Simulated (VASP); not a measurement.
# NaCl: single point with RPBE

The system is NaCl, in a box.

```xyz
2
Lattice="12.0000 0.0000 0.0000 0.0000 10.0000 0.0000 0.0000 0.0000 11.0000" Properties=species:S:1:pos:R:3 pbc="T T T"
Na    5.0087    5.3552    5.0150
Cl    7.0174    4.6868    6.1030
```

This cell differs from its parent crystal: last atom moved by 0.05 Å along z.

- Program: VASP 6.6.1
- Task: single point
- Functional: RPBE
- Potentials or basis: VASP PAW PBE potentials, release 64 (Na_pv, Cl)
- Cutoff: 340 eV
- k mesh: 1 × 1 × 1
- Occupations: gaussian, width 0.03 eV
- Spin: no spin polarisation
- Tolerance level: standard
- Purpose: forces
- Further INCAR settings: LREAL = Auto; ALGO = Normal; EDIFF = 1e-06; NBANDS = 17; ISIF = 0

```json
{
  "Largest force": "0.185 eV/Å",
  "Gap between the frontier levels": "2.88 eV"
}
```

Forces on the atoms (eV/Å):
```
Na  -0.150  0.061 -0.089
Cl   0.150 -0.061  0.089
```

Levels at points of the mesh, in eV from the valence-band top:
```tsv
k point	band 3	band 4	band 5	band 6	band 7	band 8	band 9	band 10	band 11	band 12
(0.00, 0.00, 0.00)	-23.84	-11.77	-0.47	0.00	0.00	2.88	5.06	5.14	5.21	5.64
```

Run time: 44 s on 1 thread of Intel(R) Xeon(R) Platinum 8488C (Sapphire Rapids), with other jobs on the host, peak memory 0.54 GiB.

Caveat: the cell differs from its parent crystal (last atom moved by 0.05 Å along z); the PAW data sets were made with another functional, which shifts forces and pressure a little.
